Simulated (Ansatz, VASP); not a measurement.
W: VASP beside Ansatz

INCAR

```
  PREC = Accurate
  ENCUT = 520
  EDIFF = 1E-6
  ISMEAR = 0
  SIGMA = 0.15
  LREAL = F
  LASPH = T
  NELM = 100
  ALGO = Normal
  ISIF = 2
  LWAVE = F
  LCHARG = F
  GGA = PS
  NBANDS = 13
```

Contents of KPOINTS:

```
regular mesh
0
Gamma
  20 20 20
```

Contents of POSCAR:

```
W
1.0
   -1.5174350000      1.5174350000      1.6372325000
    1.5174350000     -1.5174350000      1.6372325000
    1.5174350000      1.5174350000     -1.6372325000
W
1
Direct
    0.0000000000      0.0000000000      0.0000000000
```

Input for Ansatz:

```yaml
crystal:
  lattice:
    - [-1.517435, 1.517435, 1.6372325]
    - [1.517435, -1.517435, 1.6372325]
    - [1.517435, 1.517435, -1.6372325]
  atoms:
    - { symbol: W, position: [0.0, 0.0, 0.0] }
basis:
  ecutwfc: 420
kpoints:
  mp_grid: { grid: [20, 20, 20] }
hamiltonian:
  xc: pbesol
scf:
  occupations: { method: gaussian, width: 0.15 }
output:
  forces: true
  stress: true
  eigenvalues: true
  write_density: true
  write_potential: true
  elf: true
  volumetric_format: npy
```

Change from the starting cell: strain -0.050 along x and y, +0.025 along z, atoms carried along.

Alike in both runs: task single point; functional PBEsol; k mesh 20 × 20 × 20; occupations gaussian, width 0.15 eV; no spin polarisation.

|  | VASP | Ansatz |
| --- | --- | --- |
| version | VASP 6.6.1 | Ansatz 0.2.0 |
| potentials or method | VASP PAW PBE potentials, release 64 (W_sv), cutoff 520 eV | scalar-relativistic, plane waves, PAW |
| valence electrons in the cell | 14 | 14 |

VASP gave:

* gap on the k mesh at the Fermi level (eV): none
* pressure (GPa): 15.6
* traceless stress, the component that is largest in VASP (GPa): -16.74

Estimate Ansatz's values.

gap on the k mesh at the Fermi level (eV): none; pressure (GPa): 14.8; traceless stress, the component that is largest in VASP (GPa): -16.75.

VASP's potentials were made for PBE, not for PBEsol. A gap of «none» marks a metal or a gap that the smearing closes.

Spin-orbit coupling is off throughout.
